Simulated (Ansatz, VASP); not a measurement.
**CuO in VASP and in Ansatz**

The input INCAR:

```
SYSTEM = CuO
ALGO = Normal
EDIFF = 1E-7
ENCUT = 520
ISIF = 2
ISMEAR = -1
LASPH = .TRUE.
LCHARG = .TRUE.
LELF = .TRUE.
LREAL = .FALSE.
LVHAR = .TRUE.
LWAVE = .FALSE.
NBANDS = 25
NELM = 60
PREC = Accurate
SIGMA = 0.05
```

Contents of KPOINTS:

```
k-points
0
G
  10 10 5
  0 0 0
```

File POSCAR:

```
CuO
1.0
    2.3289133814     -1.7019001459      0.0000000000
    2.3289133814      1.7019001459      0.0000000000
   -0.8547742332      0.0000000000      5.0254824872
Cu O
2 2
Direct
    0.0032000000      0.4968000000      0.0000000000
    0.4968000000      0.0032000000      0.5000000000
    0.5714000000      0.4056000000      0.2537000000
    0.4056000000      0.5714000000      0.7537000000
```

The input input.yaml:

```yaml
crystal:
  lattice:
    - [2.3289133814, -1.7019001459, 0.0]
    - [2.3289133814, 1.7019001459, 0.0]
    - [-0.8547742332, 0.0, 5.0254824872]
  atoms:
    - { symbol: Cu, position: [0.0032, 0.4968, 0.0] }
    - { symbol: Cu, position: [0.4968, 0.0032, 0.5] }
    - { symbol: O, position: [0.5714, 0.4056, 0.2537] }
    - { symbol: O, position: [0.4056, 0.5714, 0.7537] }
hamiltonian:
  xc: lda
  pseudopotentials: { kind: paw }
kpoints:
  mp_grid: { grid: [10, 10, 5] }
scf:
  occupations: { method: fermi_dirac, width: 0.05 }
output:
  forces: true
  stress: true
  eigenvalues: true
```

Alike in both runs: task single point; functional LDA; k mesh 10 × 10 × 5; occupations fermi-dirac, width 0.05 eV; no spin polarisation.

|  | VASP | Ansatz |
| --- | --- | --- |
| version | VASP 6.6.1 | Ansatz 0.2.0 |
| potentials or method | VASP PAW LDA potentials, release 64 (Cu, O) | Ansatz PAW |
| plane-wave cutoff (eV) | 520 | 420 |
| valence electrons in the cell | 34 | 50 |

```tsv
	VASP	Ansatz	Ansatz less VASP
gap on the k mesh at the Fermi level (eV)	none	none	-
pressure (GPa)	-5.3	-6.1	-0.86
traceless stress, the component that is largest in VASP (GPa)	2.49	2.93	+0.443
rms of the force components (eV/Å)	0.448	0.439	-0.0098
```

LDA's correlation is that of Perdew and Zunger in VASP and of Perdew and Wang (1992) in Ansatz. Atom by atom the forces differ by 0.027 eV/Å (rms over components). A gap of «none» marks a metal or a gap that the smearing closes. VASP's potentials hold 34 valence electrons a cell and Ansatz's 50, so a difference there can come from the potentials and not from the codes.
